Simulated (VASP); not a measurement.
Wanted: the native input for a VASP 6.6.1 run.

* Task: single point
* Functional: BLYP
* Potentials or basis: VASP PAW PBE potentials, release 64 (Pb_d, Se)
* Cutoff: 520 eV
* k mesh: 7 × 7 × 7
* Occupations: fermi-dirac, width 0.05 eV
* Spin: no spin polarisation
* Dipole correction: no
* Further INCAR settings: ALGO = Normal; EDIFF = 1e-07; NBANDS = 17

The structure of PbSe lies in POSCAR:

```
PbSe
1.0
    3.8892300079      0.0000000000      0.0000000000
    0.0000000000      3.8892300079      0.0000000000
    0.0000000000      0.0000000000      3.8892300079
Pb Se
1 1
Direct
    0.0000000000      0.0000000000      0.0000000000
    0.5000000000      0.5000000000      0.5000000000
```

These files were run (other wordings do the same):

INCAR

```
AGGAC = 1.0
AGGAX = 1.0
ALDAC = 0.0
ALDAX = 1.0
ALGO = Normal
EDIFF = 1E-7
ENCUT = 520
GGA = B5
ISIF = 2
ISMEAR = -1
LASPH = T
LCHARG = T
LELF = T
LREAL = F
LVHAR = T
LWAVE = F
NBANDS = 17
NELM = 60
PREC = Accurate
SIGMA = 0.05
```

KPOINTS

```
k-points
0
Gamma
  7 7 7
```

Potentials or basis: VASP PAW PBE potentials, release 64 (Pb_d, Se).

Run with:

```sh
$ cat potpaw_PBE.64/Pb_d/POTCAR potpaw_PBE.64/Se/POTCAR > POTCAR
$ mpirun -np 1 vasp_std > vasp.out
```

Results of the run:

| Quantity | Value |
| --- | --- |
| Pressure | 0.1 GPa |
| Band gap on the k mesh | 0.06 eV, indirect (least direct gap 0.83 eV) |

Caveat: the PAW data sets were made with another functional, which shifts forces and pressure a little; spin-orbit coupling is left out, which moves the levels of the heavy elements.

Wall time 24 s on 1 thread of Intel(R) Xeon(R) 6975P-C (Granite Rapids), with other jobs on the host, peak memory 0.16 GiB.
